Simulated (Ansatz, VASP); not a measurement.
SiC2: VASP beside Ansatz

```
Si C
1.0
     2.93604    0.00000    0.00000
    -1.46802    2.54268    0.00000
     0.00000    0.00000   13.99923
Si C
2 4
Direct
  0.66667 0.33333 0.82501
  0.66667 0.33333 0.17499
  0.33333 0.66667 0.82552
  0.33333 0.66667 0.17448
  0.33333 0.66667 0.50000
  0.66667 0.33333 0.50000
```

Alike in both runs: functional PBE; k mesh 12 × 12 × 4; occupations gaussian, width 0.1 eV; no spin polarisation.

Ansatz relaxed the structure, and its values are those at the end. VASP's run is a single point on that final structure, the one shown.

|  | VASP | Ansatz |
| --- | --- | --- |
| version | VASP 6.6.1 | Ansatz 0.2.0 |
| potentials or method | VASP PAW PBE potentials, release 64 (Si, C), cutoff 520 eV | scalar-relativistic, plane waves, PAW |
| valence electrons in the cell | 24 | 24 |

```tsv
	VASP	Ansatz	Ansatz less VASP
gap on the k mesh at the Fermi level (eV)	none	none	-
pressure (GPa)	0.0	0.0	+0.05
```

A gap of «none» marks a metal or a gap that the smearing closes.
